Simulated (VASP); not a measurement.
# Si5PdW2 (F-43m) in VASP: further runs

Runs on Si5PdW2. Level: PBE. Tasks: relaxation of cell and atoms, single point.

All numbers are computed with VASP 6.6.1; they aren't measurements. Logs are shortened: lines on timing, memory, paths and dates and some standing lists are left out, and cuts for length are marked.

**1. The cell of the first run**

It takes space group F-43m (No. 216, cubic). Conventional cell: a = 8.529 Å, b = 8.529 Å, c = 8.529 Å, α = 90.00°, β = 90.00°, γ = 90.00°. Si (site symmetry 3m) has 1 Si at 1.65 Å and 1 W at 2.04 Å within 2.2 Å. Si (site symmetry -43m) has 4 Si at 1.65 Å within 2.2 Å. Pd (site symmetry -43m) has 18 Si at 3.58 to 4.26 Å and 8 W at 3.69 Å within 4.7 Å. W (site symmetry -43m) has 16 Si at 3.51 to 3.69 Å and 4 Pd at 3.69 Å and 6 W at 4.26 Å within 4.6 Å. W (site symmetry -43m) has 4 Si at 2.04 Å within 2.7 Å.

The cell was generated, and may not be a known phase.

**2. Relaxation of cell and atoms, PBE**

INCAR

```
SYSTEM = Si5PdW2
  ALGO = Normal
  EDIFF = 1E-7
  EDIFFG = -0.08
  ENCUT = 500
  GGA = PE
  GGA_COMPAT = .False.
  IBRION = 2
  ISIF = 3
  ISMEAR = 0
  LASPH = .True.
  LCHARG = .False.
  LREAL = .False.
  LWAVE = .False.
  NELM = 120
  NELMIN = 4
  NSW = 36
  PREC = Accurate
  SIGMA = 0.2
```

KPOINTS

```
k-points
0
Gamma
  3 3 3
  0 0 0
```

POSCAR

```
Si5PdW2
1.0
    0.0000000000      4.2644387700      4.2644387700
    4.2644387700      0.0000000000      4.2644387700
    4.2644387700      4.2644387700      0.0000000000
Si Pd W
5 1 2
Direct
    0.6115747700      0.6115747700      0.6115747700
    0.6115747700      0.6115747700      0.1652757000
    0.6115747700      0.1652757000      0.6115747700
    0.1652757000      0.6115747700      0.6115747700
    0.5000000000      0.5000000000      0.5000000000
    0.0000000000      0.0000000000      0.0000000000
    0.2500000000      0.2500000000      0.2500000000
    0.7500000000      0.7500000000      0.7500000000
```

Potentials or basis: VASP PAW PBE potentials, release 64 (Si, Pd, W_sv).

The run is started by

```bash
cat potpaw_PBE.64/Si/POTCAR potpaw_PBE.64/Pd/POTCAR potpaw_PBE.64/W_sv/POTCAR > POTCAR
mpirun -np 1 vasp_std > vasp.out
```

OUTCAR:

```text
SYSTEM = Si5PdW2
   EDIFF = 1E-7
   EDIFFG = -0.08
   ENCUT = 500
   GGA = PE
   IBRION = 2
   ISIF = 3
   ISMEAR = 0
   LASPH = .True.
   LREAL = .False.
   NELM = 120
   NELMIN = 4
   NSW = 36
   PREC = Accurate

 ion  position               nearest neighbor table
   1  0.612  0.612  0.612-   5 1.65   8 2.04   4 2.69   2 2.69   3 2.69
   2  0.612  0.612  0.165-   5 1.65   8 2.04   4 2.69   1 2.69   3 2.69
   3  0.612  0.165  0.612-   5 1.65   8 2.04   4 2.69   1 2.69   2 2.69
   4  0.165  0.612  0.612-   5 1.65   8 2.04   3 2.69   1 2.69   2 2.69
   5  0.500  0.500  0.500-   2 1.65   3 1.65   4 1.65   1 1.65
   6  0.000  0.000  0.000-
   7  0.250  0.250  0.250-
   8  0.750  0.750  0.750-   1 2.04   2 2.04   3 2.04   4 2.04

  LATTYP: Found a face centered cubic cell.
 ALAT       =     8.5288775400

  Lattice vectors:

 A1 = (   0.0000000000,   4.2644387700,   4.2644387700)
 A2 = (   4.2644387700,   0.0000000000,   4.2644387700)
 A3 = (   4.2644387700,   4.2644387700,   0.0000000000)

Analysis of symmetry for initial positions (statically):
=====================================================================
 Subroutine PRICEL returns:
 Original cell was already a primitive cell.

 Routine SETGRP: Setting up the symmetry group for a
 face centered cubic supercell.

 Subroutine GETGRP returns: Found 24 space group operations
 (whereof 24 operations were pure point group operations)
 out of a pool of 48 trial point group operations.

The static configuration has the point symmetry T_d .

Analysis of symmetry for dynamics (positions and initial velocities):
=====================================================================
 Subroutine PRICEL returns:
 Original cell was already a primitive cell.

 Routine SETGRP: Setting up the symmetry group for a
 face centered cubic supercell.

 Subroutine GETGRP returns: Found 24 space group operations
 (whereof 24 operations were pure point group operations)
 out of a pool of 48 trial point group operations.

The dynamic configuration has the point symmetry T_d .

 Subroutine INISYM returns: Found 24 space group operations
 (whereof 24 operations are pure point group operations),
 and found     1 'primitive' translations

----------------------------------------------------------------------------------------

                                     Primitive cell

  volume of cell :     155.1014

  direct lattice vectors                    reciprocal lattice vectors
     0.000000000  4.264438770  4.264438770    -0.117248723  0.117248723  0.117248723
     4.264438770  0.000000000  4.264438770     0.117248723 -0.117248723  0.117248723
     4.264438770  4.264438770  0.000000000     0.117248723  0.117248723 -0.117248723

  length of vectors
     6.030827144  6.030827144  6.030827144     0.203080745  0.203080745  0.203080745

  position of ions in fractional coordinates (direct lattice)
     0.611574770  0.611574770  0.611574770
     0.611574770  0.611574770  0.165275700
     0.611574770  0.165275700  0.611574770
     0.165275700  0.611574770  0.611574770
     0.500000000  0.500000000  0.500000000
     0.000000000  0.000000000  0.000000000
     0.250000000  0.250000000  0.250000000
     0.750000000  0.750000000  0.750000000

  ion indices of the primitive-cell ions
   primitive index   ion index
                 1           1
                 2           2
                 3           3
                 4           4
                 5           5
                 6           6
                 7           7
                 8           8

----------------------------------------------------------------------------------------

 KPOINTS: k-points

Automatic generation of k-mesh.
 Grid dimensions read from file:
 generate k-points for:    3    3    3

 Generating k-lattice:

  Cartesian coordinates                     Fractional coordinates (reciprocal lattice)
    -0.039082908  0.039082908  0.039082908     0.333333333  0.000000000  0.000000000
     0.039082908 -0.039082908  0.039082908     0.000000000  0.333333333  0.000000000
     0.039082908  0.039082908 -0.039082908     0.000000000  0.000000000  0.333333333

  Length of vectors
     0.067693582  0.067693582  0.067693582

  Shift w.r.t. Gamma in fractional coordinates (k-lattice)
     0.000000000  0.000000000  0.000000000

 Subroutine IBZKPT returns following result:
 ===========================================

 Found      4 irreducible k-points:

 Following reciprocal coordinates:
            Coordinates               Weight
  0.000000  0.000000  0.000000      1.000000
  0.333333  0.000000  0.000000      8.000000
  0.333333  0.333333  0.000000      6.000000
 -0.333333  0.333333  0.000000     12.000000
   k-points           NKPTS =      4   k-points in BZ     NKDIM =      4   number of bands    NBANDS=     34
   number of dos      NEDOS =    301   number of ions     NIONS =      8
   total plane-waves  NPLWV = 110592
   dimension x,y,z NGX =    48 NGY =   48 NGZ =   48
   dimension x,y,z NGXF=    96 NGYF=   96 NGZF=   96
   ions per type =               5   1   2
   NGX,Y,Z   is equivalent  to a cutoff of  13.23, 13.23, 13.23 a.u.
   NGXF,Y,Z  is equivalent  to a cutoff of  26.46, 26.46, 26.46 a.u.
 SYSTEM =  Si5PdW2
   PREC   = accura    normal or accurate (medium, high low for compatibility)
   ISTART =      0    job   : 0-new  1-cont  2-samecut
   ICHARG =      2    charge: 1-file 2-atom 10-const
   ISPIN  =      1    spin polarized calculation?
   LNONCOLLINEAR =      F non collinear calculations
   LSORBIT =      F    spin-orbit coupling
   LASPH  =      T    aspherical Exc in radial PAW
   ENCUT  =  500.0 eV  36.75 Ry    6.06 a.u.  11.00 11.00 11.00*2*pi/ulx,y,z
   NELM   =    120;   NELMIN=  4; NELMDL= -5     # of ELM steps
   EDIFF  = 0.1E-06   stopping-criterion for ELM
   LREAL  =      F    real-space projection
   EDIFFG = -.8E-01   stopping-criterion for IOM
   NSW    =     36    number of steps for IOM
   IBRION =      2    ionic relax: 0-MD 1-quasi-New 2-CG
   NFREE  =      1    steps in history (QN), initial steepest desc. (CG)
   ISIF   =      3    stress and relaxation
   ISYM   =      2    0-nonsym 1-usesym 2-fastsym
   POTIM  = 0.5000    time-step for ionic-motion
   TEBEG  =    0.0;   TEEND  =   0.0 temperature during run
   PSTRESS=    0.0 pullay stress
   NELECT =      58.0000    total number of electrons
   NUPDOWN=      -1.0000    fix difference up-down
   EMIN   =  10.00;   EMAX   =-10.00  energy-range for DOS
   EFERMI =   0.00;   METHOD = LEGACY
   ISMEAR =     0;   SIGMA  =   0.20  broadening in eV -4-tet -1-fermi 0-gaus
   EFERMI_NEDOS =   21; number of points for ismear=-14 and -15
   IALGO  =     38    algorithm
   IMIX   =      4    mixing-type and parameters
     AMIX     =   0.40;   BMIX     =  1.00
     AMIX_MAG =   1.60;   BMIX_MAG =  1.00
  volume/ion in A,a.u.               =      19.39       130.83
  Fermi-wavevector in a.u.,A,eV,Ry     =   1.179448  2.228834 18.927045  1.391099
  Thomas-Fermi vector in A             =   2.315759
   LORBIT       =      0    0 simple, 1 ext, 2 COOP (PROOUT), +10 PAW based schemes
   GGA     = PE    functional components
   LHFCALC =     F    Hartree Fock is set to
   AEXX    =    0.0000 exact exchange contribution
   IVDW    =     0    specifies the selected vdW correction
   LEPSILON=     F    determine dielectric tensor
   LRPA    =     F    only Hartree local field effects (RPA)
 conjugate gradient relaxation of ions
 non-spin polarized calculation
 Gauss-broadening in eV      SIGMA  =   0.20
  energy-cutoff  :      500.00
  volume of cell :      155.10
 maximum number of plane-waves:      3952
 NGX is ok and might be reduce to    48
   NGX = 21   NGY = 21   NGZ = 21

--------------------------------------- Ionic step        1  -------------------------------------------

 number of electron      57.9999999 magnetization

 Free energy of the ion-electron system (eV)
  ---------------------------------------------------
  ext. energy  EPLUGINS =         0.00000000
  ---------------------------------------------------
  free energy    TOTEN  =       -17.63231029 eV

  energy without entropy =      -17.40697835  energy(sigma->0) =      -17.51964432

 E-fermi :   6.3345     XC(G=0): -10.3530

 val. band max:        6.1914725285   @ k =  -0.3333   0.3333   0.0000
 cond. band min:       6.3373501005   @ k =   0.3333   0.3333   0.0000
 fundamental gap:      0.1458775720
 Fermi energy:         6.3344944288

 k-point     1 :       0.0000    0.0000    0.0000
  band No.  band energies     occupation
      1     -68.2844      2.00000
      2     -65.9661      2.00000
      3     -32.3858      2.00000
      4     -32.3858      2.00000
      5     -32.3858      2.00000
      6     -30.6956      2.00000
[... 256 lines left out ...]
  FREE ENERGIE OF THE ION-ELECTRON SYSTEM (eV)
  ---------------------------------------------------
  free  energy   TOTEN  =       -14.5060949269 eV

  energy  without entropy=      -13.9669214051  energy(sigma->0) =      -14.23650817

 E-fermi :  -1.7272     XC(G=0):  -5.0231

 val. band max:       -1.7300967575   @ k =  -0.3333   0.3333   0.0000
 cond. band min:      -1.7016602283   @ k =  -0.3333   0.3333   0.0000
 fundamental gap:      0.0284365293
 Fermi energy:        -1.7271510503

 k-point     1 :       0.0000    0.0000    0.0000
  band No.  band energies     occupation
      1     -76.4024      2.00000
      2     -75.9240      2.00000
      3     -40.5291      2.00000
      4     -40.5291      2.00000
      5     -40.5291      2.00000
      6     -40.0180      2.00000
[... 137 lines left out ...]
     33      -1.4910      0.09494
     34      -1.3259      0.00455

[... ionic steps 4 to 12 ...]

--------------------------------------- Ionic step       13  -------------------------------------------

 number of electron      58.0000020 magnetization

------------------------ aborting loop because EDIFF is reached ----------------------------------------

  FORCE on cell =-STRESS in cart. coord.  units (eV):
  Direction    XX          YY          ZZ          XY          YZ          ZX
  --------------------------------------------------------------------------------------
  -------------------------------------------------------------------------------------
  Total        3.7071050      3.7071050      3.7071050     -0.0000000     -0.0000000     -0.0000000
  in kB       22.3728565     22.3728565     22.3728565     -0.0000000     -0.0000000     -0.0000000
  external PRESSURE =      22.3728565 kB  Pullay stress =       0.0000000 kB
[... 69 lines left out ...]
  energy  without entropy=      -37.7531137602  energy(sigma->0) =      -37.96811775

--------------------------------------- Ionic step       15  -------------------------------------------

 number of electron      58.0000005 magnetization

 Free energy of the ion-electron system (eV)
  ---------------------------------------------------
  ext. energy  EPLUGINS =         0.00000000
  ---------------------------------------------------
  free energy    TOTEN  =       -38.23105665 eV

  energy without entropy =      -37.80619039  energy(sigma->0) =      -38.01862352

 E-fermi :   1.8024     XC(G=0):  -7.9651

 val. band max:        1.7540872649   @ k =   0.3333   0.0000   0.0000
 cond. band min:       1.8155869215   @ k =   0.3333   0.3333   0.0000
 fundamental gap:      0.0614996566
 Fermi energy:         1.8024055048

 k-point     1 :       0.0000    0.0000    0.0000
  band No.  band energies     occupation
      1     -72.9212      2.00000
      2     -71.2216      2.00000
      3     -37.0158      2.00000
      4     -37.0158      2.00000
      5     -37.0158      2.00000
      6     -35.5983      2.00000
[... 172 lines left out ...]
  FREE ENERGIE OF THE ION-ELECTRON SYSTEM (eV)
  ---------------------------------------------------
  free  energy   TOTEN  =       -38.2310566489 eV

  energy  without entropy=      -37.8061903897  energy(sigma->0) =      -38.01862352

 reached required accuracy - stopping structural energy minimisation
```

It took 8.3 min on 1 thread of Intel Xeon 6975P-C (Granite Rapids), shared host; peak memory 0.34 GiB.

Results:

- Free energy: -38.2311 eV
- Relaxed volume: 34.40 Å³/atom
- Relaxed cell: a = 7.301 Å, b = 7.301 Å, c = 7.301 Å, α = 60.00°, β = 60.00°, γ = 60.00°
- Space group after relaxing (to 0.1 Å): F-43m (No. 216)
- Pressure after relaxing: 0.1 GPa
- Largest force after relaxing: 0.036 eV/Å
- Band gap on the k mesh: zero (bands 29 and 30 overlap by 0.18 eV)

Forces in eV/Å, atoms in the order of the input:
```
Si   0.021  0.021  0.021
Si  -0.021 -0.021  0.021
Si  -0.021  0.021 -0.021
Si   0.021 -0.021 -0.021
Si   0.000  0.000  0.000
Pd   0.000  0.000  0.000
W    0.000  0.000  0.000
W    0.000  0.000  0.000
```

Final structure:
```
CELL_PARAMETERS angstrom
0.00000 5.16283 5.16283
5.16283 0.00000 5.16283
5.16283 5.16283 0.00000
ATOMIC_POSITIONS crystal
Si 0.62423 0.62423 0.62423
Si 0.62423 0.62423 0.12732
Si 0.62423 0.12732 0.62423
Si 0.12732 0.62423 0.62423
Si 0.50000 0.50000 0.50000
Pd 0.00000 0.00000 0.00000
W 0.25000 0.25000 0.25000
W 0.75000 0.75000 0.75000
```

Caveat: the k points lie up to 0.35 Å⁻¹ apart in the final cell; the volume moved by over 15 % at a fixed basis, so the end points are rough; spin-orbit coupling is left out, which moves the levels of the heavy elements; the relaxation stopped at a loose force limit of 0.08 eV/Å, so its end isn't a converged minimum.

(Part 1 of 2 ends here.)

The gap in the log of VASP goes by the Fermi energy; the results here count the filled bands.